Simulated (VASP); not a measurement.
Here is a VASP 6.6.1 calculation.

The input INCAR:

```
SYSTEM = C
PREC     = Accurate       ! precision mode
ENCUT    = 520            ! plane-wave cutoff, eV
EDIFF    = 1E-6           ! SCF threshold, eV
ISMEAR   = 0              ! smearing method
SIGMA    = 0.02           ! smearing width, eV
LREAL    = .FALSE.        ! projectors in reciprocal space
LASPH    = .TRUE.         ! aspherical terms in the spheres
NELM     = 60             ! most SCF steps
ALGO     = Normal         ! electronic algorithm
ISIF     = 2              ! what is computed and relaxed
LWAVE    = .FALSE.        ! write WAVECAR
LCHARG   = .FALSE.        ! write CHGCAR
GGA      = PE             ! functional
NBANDS   = 11             ! bands
```

KPOINTS

```
Automatic mesh
0
G
  11 11 6
  0 0 0
```

POSCAR

```
C
1.0
    2.1074616111      0.0000000000      0.0000000000
   -1.0537308056      1.8251152927      0.0000000000
    0.0000000000      0.0000000000      3.6894857346
C
2
Direct
    0.3333333333      0.6666666667      0.2500000000
    0.6666666667      0.3333333333      0.7500000000
```

Potentials or basis: VASP PAW PBE potentials, release 64 (C).

Run with:

```console
$ cat potpaw_PBE.64/C/POTCAR > POTCAR
$ mpirun -np 1 vasp_std > vasp.out
```

(1) Predict the band gap on the k mesh.

(2) Estimate the pressure.

## Answers

(1) zero (band 4 reaches 15.07 eV, above the bottom of band 5 at 4.26 eV).

(2) -2.9 GPa.
